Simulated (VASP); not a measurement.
Crystal: AlFe.

```xyz
2
Lattice="2.8707 0.0000 0.0000 0.0000 2.8707 0.0000 0.0000 0.0000 2.8707" Properties=species:S:1:pos:R:3 pbc="T T T"
Al    0.0000    0.0000    0.0000
Fe    1.4353    1.4353    1.4353
```

| Item | Value |
| --- | --- |
| Program | VASP 6.6.1 |
| Task | relaxation of cell and atoms |
| Functional | PBEsol |
| Potentials or basis | VASP PAW PBE potentials, release 64 (Al, Fe) |
| Cutoff | 600 eV |
| k mesh | 14 × 14 × 14 |
| Occupations | gaussian, width 0.1 eV |
| Spin | collinear spin, ferromagnetic start |
| Starting moments | [0.0, 0.81] μB |

At the start: pressure -4.7 GPa; volume 11.83 Å³/atom.

Where does the relaxation end?

Over 3 steps the energy falls by 4.6 meV/atom and the volume is 11.52 Å³/atom (-2.6 %); space group Pm-3m (No. 221, to 0.1 Å) before and after; moment 0.66 μB per cell.

The path:
```tsv
step	energy change (eV)	largest force (eV/Å)	pressure (GPa)	volume (Å³)
1	0.0000	0.0000	-4.68	23.66
2	-0.0009	0.0000	4.91	22.49
3	-0.0092	0.0000	0.00	23.05
```

Final structure:
```
Al Fe
1.0
     2.84586    0.00000    0.00000
     0.00000    2.84586    0.00000
     0.00000    0.00000    2.84586
Al Fe
1 1
Direct
  0.00000 0.00000 0.00000
  0.50000 0.50000 0.50000
```

Caveat: the PAW data sets were made with another functional, which shifts forces and pressure a little.
